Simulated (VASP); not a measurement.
# Ge (Cmmm) in VASP: notebook, part 2 of 2

VASP 6.6.1. The steps go on from the part before.

## (3) Single point, PBE (strain +0.0500 x Voigt [1, 1, 0, 0, 0, 0])

File INCAR:

```
SYSTEM = Ge
  ALGO = Normal
  EDIFF = 1E-6
  ENCUT = 520
  GGA = PE
  ISIF = 2
  ISMEAR = 0
  LASPH = .TRUE.
  LCHARG = .FALSE.
  LREAL = .FALSE.
  LWAVE = .FALSE.
  NBANDS = 13
  NELM = 80
  PREC = Accurate
  SIGMA = 0.15
```

File KPOINTS:

```
k-points
0
G
  20 20 18
  0 0 0
```

File POSCAR:

```
Ge
1.0
    1.4670064500     -2.7305418000      0.0000000000
    1.4670064500      2.7305418000      0.0000000000
    0.0000000000      0.0000000000      2.6982310000
Ge
1
Direct
    0.5000000000      0.5000000000      0.0000000000
```

Potentials or basis: VASP PAW PBE potentials, release 64 (Ge_d).

Command:

```sh
$ cat potpaw_PBE.64/Ge_d/POTCAR > POTCAR
$ mpirun -np 1 vasp_std > vasp.out
```

OUTCAR:

```text
SYSTEM = Ge
   EDIFF = 1E-6
   ENCUT = 520
   GGA = PE
   ISIF = 2
   ISMEAR = 0
   LASPH = .TRUE.
   LREAL = .FALSE.
   NELM = 80
   PREC = Accurate

 ion  position               nearest neighbor table
   1  0.500  0.500  0.000-

  LATTYP: Found a base centered orthorhombic cell.
 ALAT       =     2.9340129000
 B/A-ratio  =     1.8613018368
 C/A-ratio  =     0.9196384242

  Lattice vectors:

 A1 = (   1.4670064500,  -2.7305418000,   0.0000000000)
 A2 = (   1.4670064500,   2.7305418000,   0.0000000000)
 A3 = (   0.0000000000,   0.0000000000,   2.6982310000)

Analysis of symmetry for initial positions (statically):
=====================================================================
 Subroutine PRICEL returns:
 Original cell was already a primitive cell.

 Routine SETGRP: Setting up the symmetry group for a
 base centered orthorhombic supercell.

 Subroutine GETGRP returns: Found  8 space group operations
 (whereof  8 operations were pure point group operations)
 out of a pool of  8 trial point group operations.

The static configuration has the point symmetry D_2h.

Analysis of symmetry for dynamics (positions and initial velocities):
=====================================================================
 Subroutine PRICEL returns:
 Original cell was already a primitive cell.

 Routine SETGRP: Setting up the symmetry group for a
 base centered orthorhombic supercell.

 Subroutine GETGRP returns: Found  8 space group operations
 (whereof  8 operations were pure point group operations)
 out of a pool of  8 trial point group operations.

The dynamic configuration has the point symmetry D_2h.

 Subroutine INISYM returns: Found  8 space group operations
 (whereof  8 operations are pure point group operations),
 and found     1 'primitive' translations

----------------------------------------------------------------------------------------

                                     Primitive cell

  volume of cell :      21.6167

  direct lattice vectors                    reciprocal lattice vectors
     1.467006450 -2.730541800  0.000000000     0.340830131 -0.183113842  0.000000000
     1.467006450  2.730541800  0.000000000     0.340830131  0.183113842  0.000000000
     0.000000000  0.000000000  2.698231000     0.000000000  0.000000000  0.370613191

  length of vectors
     3.099671990  3.099671990  2.698231000     0.386905489  0.386905489  0.370613191

  position of ions in fractional coordinates (direct lattice)
     0.500000000  0.500000000  0.000000000

  ion indices of the primitive-cell ions
   primitive index   ion index
                 1           1

----------------------------------------------------------------------------------------

 KPOINTS: k-points

Automatic generation of k-mesh.
 Grid dimensions read from file:
 generate k-points for:   20   20   18

 Generating k-lattice:

  Cartesian coordinates                     Fractional coordinates (reciprocal lattice)
     0.017041507 -0.009155692  0.000000000     0.050000000 -0.000000000  0.000000000
     0.017041507  0.009155692  0.000000000    -0.000000000  0.050000000  0.000000000
     0.000000000  0.000000000  0.020589622     0.000000000  0.000000000  0.055555556

  Length of vectors
     0.019345274  0.019345274  0.020589622

  Shift w.r.t. Gamma in fractional coordinates (k-lattice)
     0.000000000  0.000000000  0.000000000

 Subroutine IBZKPT returns following result:
 ===========================================

 Found   1110 irreducible k-points:

 Following reciprocal coordinates:
            Coordinates               Weight
  0.000000  0.000000  0.000000      1.000000
  0.050000  0.000000  0.000000      4.000000
  0.100000  0.000000  0.000000      4.000000
  0.150000  0.000000  0.000000      4.000000
  0.200000  0.000000  0.000000      4.000000
  0.250000  0.000000  0.000000      4.000000
[... 16 lines left out ...]
 -0.400000  0.050000  0.000000      4.000000
 -0.350000  0.050000  0.000000      4.000000
 [... further k-points ...]
   k-points           NKPTS =   1110   k-points in BZ     NKDIM =   1110   number of bands    NBANDS=     13
   number of dos      NEDOS =    301   number of ions     NIONS =      1
   total plane-waves  NPLWV =  11520
   dimension x,y,z NGX =    24 NGY =   24 NGZ =   20
   dimension x,y,z NGXF=    48 NGYF=   48 NGZF=   40
   ions per type =               1
   NGX,Y,Z   is equivalent  to a cutoff of  12.87, 12.87, 12.32 a.u.
   NGXF,Y,Z  is equivalent  to a cutoff of  25.74, 25.74, 24.65 a.u.
 SYSTEM =  Ge
   PREC   = accura    normal or accurate (medium, high low for compatibility)
   ISTART =      0    job   : 0-new  1-cont  2-samecut
   ICHARG =      2    charge: 1-file 2-atom 10-const
   ISPIN  =      1    spin polarized calculation?
   LNONCOLLINEAR =      F non collinear calculations
   LSORBIT =      F    spin-orbit coupling
   LASPH  =      T    aspherical Exc in radial PAW
   ENCUT  =  520.0 eV  38.22 Ry    6.18 a.u.   5.76  5.76  5.02*2*pi/ulx,y,z
   NELM   =     80;   NELMIN=  2; NELMDL= -5     # of ELM steps
   EDIFF  = 0.1E-05   stopping-criterion for ELM
   LREAL  =      F    real-space projection
   EDIFFG = 0.1E-04   stopping-criterion for IOM
   NSW    =      0    number of steps for IOM
   IBRION =     -1    ionic relax: 0-MD 1-quasi-New 2-CG
   NFREE  =      0    steps in history (QN), initial steepest desc. (CG)
   ISIF   =      2    stress and relaxation
   ISYM   =      2    0-nonsym 1-usesym 2-fastsym
   POTIM  = 0.5000    time-step for ionic-motion
   TEBEG  =    0.0;   TEEND  =   0.0 temperature during run
   PSTRESS=    0.0 pullay stress
   NELECT =      14.0000    total number of electrons
   NUPDOWN=      -1.0000    fix difference up-down
   EMIN   =  10.00;   EMAX   =-10.00  energy-range for DOS
   EFERMI =   0.00;   METHOD = LEGACY
   ISMEAR =     0;   SIGMA  =   0.15  broadening in eV -4-tet -1-fermi 0-gaus
   EFERMI_NEDOS =   21; number of points for ismear=-14 and -15
   IALGO  =     38    algorithm
   IMIX   =      4    mixing-type and parameters
     AMIX     =   0.40;   BMIX     =  1.00
     AMIX_MAG =   1.60;   BMIX_MAG =  1.00
  volume/ion in A,a.u.               =      21.62       145.88
  Fermi-wavevector in a.u.,A,eV,Ry     =   1.416405  2.676618 27.296059  2.006204
  Thomas-Fermi vector in A             =   2.537743
   LORBIT       =      0    0 simple, 1 ext, 2 COOP (PROOUT), +10 PAW based schemes
   GGA     = PE    functional components
   LHFCALC =     F    Hartree Fock is set to
   AEXX    =    0.0000 exact exchange contribution
   IVDW    =     0    specifies the selected vdW correction
   LEPSILON=     F    determine dielectric tensor
   LRPA    =     F    only Hartree local field effects (RPA)
 non-spin polarized calculation
 Gauss-broadening in eV      SIGMA  =   0.15
  energy-cutoff  :      520.00
  volume of cell :       21.62
 maximum number of plane-waves:       597
   NGX = 11   NGY = 11   NGZ = 11

 number of electron      13.9999992 magnetization

 Free energy of the ion-electron system (eV)
  ---------------------------------------------------
  ext. energy  EPLUGINS =         0.00000000
  ---------------------------------------------------
  free energy    TOTEN  =        -4.21613930 eV

  energy without entropy =       -4.21058077  energy(sigma->0) =       -4.21336004

 E-fermi :   5.2385     XC(G=0): -10.5626

 val. band max:        5.2381432269   @ k =  -0.4500   0.2000   0.0556
 cond. band min:       5.2410539372   @ k =  -0.3500   0.3500   0.3333
 fundamental gap:      0.0029107103
 Fermi energy:         5.2385081629

 k-point     1 :       0.0000    0.0000    0.0000
  band No.  band energies     occupation
      1     -19.4751      2.00000
      2     -19.4114      2.00000
      3     -19.3781      2.00000
      4     -19.2909      2.00000
      5     -19.2749      2.00000
      6      -6.8792      2.00000
      7      11.0778      0.00000
      8      12.3432      0.00000
      9      12.5560      0.00000
     10      15.3874      0.00000
     11      16.9145      0.00000
     12      18.5678      0.00000
     13      19.0320      0.00000
[... 353 lines left out ...]
 k-point    24 :      -0.3500    0.0500    0.0000
  band No.  band energies     occupation
      1     -19.4530      2.00000
      2     -19.3911      2.00000
      3     -19.3423      2.00000
      4     -19.3024      2.00000
      5     -19.2910      2.00000
      6      -4.6855      2.00000
      7       3.7837      2.00000
      8       7.9808      0.00000
      9      13.5698      0.00000
     10      14.4499      0.00000
     11      18.8639      0.00000
     12      24.3246      0.00000
     13      24.9180      0.00000

 [... further k-points ...]

------------------------ aborting loop because EDIFF is reached ----------------------------------------

  FORCE on cell =-STRESS in cart. coord.  units (eV):
  Direction    XX          YY          ZZ          XY          YZ          ZX
  --------------------------------------------------------------------------------------
  -------------------------------------------------------------------------------------
  Total       -0.9540356     -1.0701594     -0.1936013     -0.0000000      0.0000000      0.0000000
  in kB      -70.7107049    -79.3175099    -14.3492361     -0.0000000      0.0000000      0.0000000
  external PRESSURE =     -54.7924836 kB  Pullay stress =       0.0000000 kB

 VOLUME and BASIS-vectors are now :
 -----------------------------------------------------------------------------
  energy-cutoff  :      520.00
  volume of cell :       21.62
      direct lattice vectors                 reciprocal lattice vectors
     1.467006450 -2.730541800  0.000000000     0.340830131 -0.183113842  0.000000000
     1.467006450  2.730541800  0.000000000     0.340830131  0.183113842  0.000000000
     0.000000000  0.000000000  2.698231000     0.000000000  0.000000000  0.370613191

 POSITION                                       TOTAL-FORCE (eV/Angst)
 -----------------------------------------------------------------------------------
      1.46701      0.00000      0.00000        -0.000000     -0.000000      0.000000
 -----------------------------------------------------------------------------------
    total drift:                               -0.000000     -0.000000     -0.000000

  FREE ENERGIE OF THE ION-ELECTRON SYSTEM (eV)
  ---------------------------------------------------
  free  energy   TOTEN  =        -4.2161393045 eV

  energy  without entropy=       -4.2105807704  energy(sigma->0) =       -4.21336004
```

OSZICAR:

```text
N       E                     dE             d eps       ncg     rms          rms(c)
DAV:   1     0.650890019730E+02    0.65089E+02   -0.72269E+03 30819   0.286E+03
DAV:   2     0.194031790004E+01   -0.63149E+02   -0.60308E+02 30785   0.413E+02
DAV:   3    -0.412638169040E+01   -0.60667E+01   -0.60392E+01 32978   0.746E+01
DAV:   4    -0.422351382605E+01   -0.97132E-01   -0.97118E-01 33205   0.102E+01
DAV:   5    -0.422461697221E+01   -0.11031E-02   -0.11031E-02 33605   0.123E+00    0.115E+00
DAV:   6    -0.421813729900E+01    0.64797E-02   -0.71773E-03 36388   0.178E+00    0.651E-01
DAV:   7    -0.421616892659E+01    0.19684E-02   -0.59257E-03 37487   0.136E+00    0.704E-02
DAV:   8    -0.421613441375E+01    0.34513E-04   -0.67667E-04 34785   0.540E-01    0.236E-02
DAV:   9    -0.421613950459E+01   -0.50908E-05   -0.15462E-05 34720   0.521E-02    0.728E-03
DAV:  10    -0.421613930452E+01    0.20006E-06   -0.87649E-07 23050   0.146E-02
   1 F= -.42161393E+01 E0= -.42133600E+01  d E =-.555853E-02
```

stdout:

```text
POSCAR found type information on POSCAR Ge
 POSCAR found :  1 types and       1 ions
 scaLAPACK will be used
 LDA part: xc-table for (Slater+PW92), standard interpolation
 POSCAR, INCAR and KPOINTS ok, starting setup
 FFT: planning ... GRIDC
 FFT: planning ... GRID_SOFT
 FFT: planning ... GRID
 WAVECAR not read
 entering main loop
```

Run time: 2.3 min. Hardware: 1 thread of Intel Xeon 6975P-C (Granite Rapids), shared host; peak memory 0.37 GiB.

Results:

* Free energy: -4.2161 eV
* Pressure: -5.5 GPa
* Band gap on the k mesh: zero (bands 7 and 8 overlap by 8.48 eV)

Caveat: the cell differs from its parent crystal (strain +0.0500 x Voigt [1, 1, 0, 0, 0, 0]); the stress differs along the axes, from -8 to -1 GPa.
